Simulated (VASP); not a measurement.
Runs of VASP 6.6.1 on BeBPd3. The structure is that of space group Pm-3m (No. 221), or close to it. The cells are those of the table. 

```tsv
task	cell	k mesh	cutoff (eV)	smearing	gap on the mesh (eV)	pressure (GPa)	relaxed volume (Å³/atom)
relaxation of cell and atoms	relaxed from a = 3.874 Å, 5 atoms	6 × 6 × 6	600	gaussian 0.1 eV	none	-0.3	(a)
single point	a = 4.088 Å, 5 atoms	6 × 6 × 6	520	gaussian 0.1 eV	none	0.3	-
single point	a = 4.091 Å, 5 atoms	10 × 10 × 10	520	fermi-dirac 0.15 eV	none	0.0	-
relaxation of cell and atoms	relaxed from a = 4.088 Å, 5 atoms	10 × 10 × 10	600	gaussian 0.1 eV	none	0.0	13.68
single point	a = 4.090 Å, 5 atoms	10 × 10 × 10	520	gaussian 0.1 eV	none	0.1	-
```

Alike in all rows: level PBE; potentials or basis VASP PAW PBE potentials, release 64 (Be, B, Pd); no spin polarisation.

Q: Fill in the values left out.

A: (a) 13.71.

Caveats: the volume moved by over 15 % at a fixed basis, so the end points are rough (some runs).

A k mesh can miss the band edges, and the runs leave out spin-orbit coupling on Pd.

A gap of «none» marks levels without a gap at the run's occupations.
